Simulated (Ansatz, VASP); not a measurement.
## Mg3SeO: VASP beside Ansatz

INCAR

```
PREC = Accurate
ENCUT = 600
EDIFF = 1E-6
ISMEAR = 0
SIGMA = 0.1
LREAL = F
LASPH = T
NELM = 60
ALGO = Normal
ISIF = 3
LWAVE = F
LCHARG = F
GGA = PE
IBRION = 2
NSW = 100
EDIFFG = -0.01
```

KPOINTS

```
Automatic mesh
0
Gamma
  10 10 6
```

POSCAR

```
Mg3SeO
1.0
    4.1146873608      0.0000000000      0.0000000000
    0.0000000000      4.1146873608      0.0000000000
    0.0000000000      0.0000000000      6.9046149478
Mg Se O
3 1 1
Direct
    0.5000000000      0.0000000000      0.3249701948
    0.5000000000      0.5000000000      0.9363982699
    0.0000000000      0.5000000000      0.3249701948
    0.5000000000      0.5000000000      0.5643832961
    0.0000000000      0.0000000000      0.2868779944
```

Input for Ansatz:

```yaml
crystal:
  lattice:
    - [4.1146873608, 0.0, 0.0]
    - [0.0, 4.1146873608, 0.0]
    - [0.0, 0.0, 6.9046149478]
  atoms:
    - { symbol: Mg, position: [0.5, 0.0, 0.3249701948] }
    - { symbol: Mg, position: [0.5, 0.5, 0.9363982699] }
    - { symbol: Mg, position: [0.0, 0.5, 0.3249701948] }
    - { symbol: Se, position: [0.5, 0.5, 0.5643832961] }
    - { symbol: O, position: [0.0, 0.0, 0.2868779944] }
basis:
  ecutwfc: 420
kpoints:
  mp_grid: { grid: [10, 10, 6] }
hamiltonian:
  xc: pbe
scf:
  occupations: { method: gaussian, width: 0.1 }
output:
  forces: true
  stress: true
  eigenvalues: true
  write_density: true
  write_potential: true
  elf: true
  volumetric_format: npy
relax:
  adjacent_minimum: "off"
  f_tol: 0.01
  max_steps: 80
  cell: { stress_tol: 0.05 }
```

Change from the starting cell: species swapped into the KCrCl3 type (P4mm, No. 99).

Alike in both runs: task relaxation of cell and atoms; functional PBE; k mesh 10 × 10 × 6; occupations gaussian, width 0.1 eV; no spin polarisation.

|  | VASP | Ansatz |
| --- | --- | --- |
| version | VASP 6.6.1 | Ansatz 0.2.0 |
| potentials or method | VASP PAW PBE potentials, release 64 (Mg, Se, O), cutoff 600 eV | scalar-relativistic, plane waves, PAW |
| valence electrons in the cell | 18 | 52 |

Ansatz gave:

- gap on the k mesh at the Fermi level, each at its own relaxed structure (eV): none
- relaxed volume (Å³/atom): 23.41
- relaxed cell length with the largest relative difference (Å): 4.108

Estimate VASP's values.

gap on the k mesh at the Fermi level, each at its own relaxed structure (eV): none; relaxed volume (Å³/atom): 23.33; relaxed cell length with the largest relative difference (Å): 4.103.

A gap of «none» marks a metal or a gap that the smearing closes. VASP's potentials hold 18 valence electrons a cell and Ansatz's 52, so a difference there can come from the potentials and not from the codes.
